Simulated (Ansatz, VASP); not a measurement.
# Two plane-wave programs on Te2Mo

```
Te Mo
1.0
     3.51820    0.00000    0.00000
    -1.75910    3.04685    0.00000
     0.00000    0.00000   13.97360
Te Mo
4 2
Direct
  0.66667 0.33333 0.38616
  0.33333 0.66667 0.87900
  0.66667 0.33333 0.12100
  0.33333 0.66667 0.62100
  0.66667 0.33333 0.75000
  0.33333 0.66667 0.25000
```

Alike in both runs: task single point; functional r2SCAN; k mesh 10 × 10 × 3; occupations gaussian, width 0.02 eV; no spin polarisation.

```csv
,VASP,Ansatz
version,VASP 6.6.1,Ansatz 0.2.0
potentials or method,"VASP PAW PBE potentials, release 64 (Te, Mo_sv), cutoff 520 eV","scalar-relativistic, plane waves, PAW"
valence electrons in the cell,52,92
```

```csv
,VASP,Ansatz,Ansatz less VASP
pressure (GPa),1.0,0.9,-0.11
"traceless stress, the component that is largest in VASP (GPa)",-1.41,-1.46,-0.050
rms of the force components (eV/Å),0.364,0.369,+0.0048
```

VASP's potentials were made for PBE, not for r2SCAN. Atom by atom the forces differ by 0.011 eV/Å (rms over components). VASP's potentials hold 52 valence electrons a cell and Ansatz's 92, so a difference there can come from the potentials and not from the codes. Ansatz's warnings: stress scf threshold loose.

Neither program's run includes spin-orbit coupling.
